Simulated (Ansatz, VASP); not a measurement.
## PbS: VASP beside Ansatz

The input POSCAR:

```
PbS
1.0
    3.6291370598      0.0000000000      0.0000000000
    0.0000000000      3.6291370598      0.0000000000
    0.0000000000      0.0000000000      3.6291370598
Pb S
1 1
Direct
    0.0000000000      0.0000000000      0.0000000000
    0.5000000000      0.5000000000      0.5000000000
```

INCAR.step1

```
  ALGO = Normal
  EDIFF = 1E-5
  ENCUT = 520
  GGA = PE
  ISIF = 2
  ISMEAR = -1
  LASPH = T
  LCHARG = F
  LREAL = F
  LWAVE = T
  NBANDS = 17
  NELM = 60
  PREC = Accurate
  SIGMA = 0.05
```

Contents of INCAR.step2:

```
  ALGO = Normal
  EDIFF = 1E-6
  ENCUT = 520
  GGA = PE
  HFSCREEN = 0.2079
  ISIF = 2
  ISMEAR = -1
  ISTART = 1
  LASPH = T
  LCHARG = F
  LHFCALC = T
  LREAL = F
  LWAVE = F
  NBANDS = 17
  NELM = 60
  PREC = Accurate
  PRECFOCK = Normal
  SIGMA = 0.05
```

Contents of KPOINTS:

```
k-points
0
Gamma
  4 4 4
```

File input:

```
crystal:
  lattice:
    - [3.6291370598, 0.0, 0.0]
    - [0.0, 3.6291370598, 0.0]
    - [0.0, 0.0, 3.6291370598]
  atoms:
    - { symbol: Pb, position: [0.0, 0.0, 0.0] }
    - { symbol: S, position: [0.5, 0.5, 0.5] }
hamiltonian:
  xc: hse06
  pseudopotentials: { kind: paw }
kpoints:
  mp_grid: { grid: [4, 4, 4] }
scf:
  occupations: { method: fermi_dirac, width: 0.05 }
output:
  forces: true
  stress: true
  eigenvalues: true
```

Alike in both runs: task single point; functional HSE06; k mesh 4 × 4 × 4; occupations fermi-dirac, width 0.05 eV; no spin polarisation.

```csv
,VASP,Ansatz
version,VASP 6.6.1,Ansatz 0.2.0
potentials or method,"VASP PAW PBE potentials, release 64 (Pb_d, S)",Ansatz PAW
plane-wave cutoff (eV),520,420
valence electrons in the cell,20,20
```

VASP gave:

| Quantity | Value |
| --- | --- |
| gap on the k mesh at the Fermi level (eV) | none |
| pressure (GPa) | -1.3 |

Question: Which values does Ansatz return?

Answer: gap on the k mesh at the Fermi level (eV): none; pressure (GPa): -1.2.

A gap of «none» marks a metal or a gap that the smearing closes.

The k mesh is coarse, so the values compare programs but aren't converged. Spin-orbit coupling is off throughout.
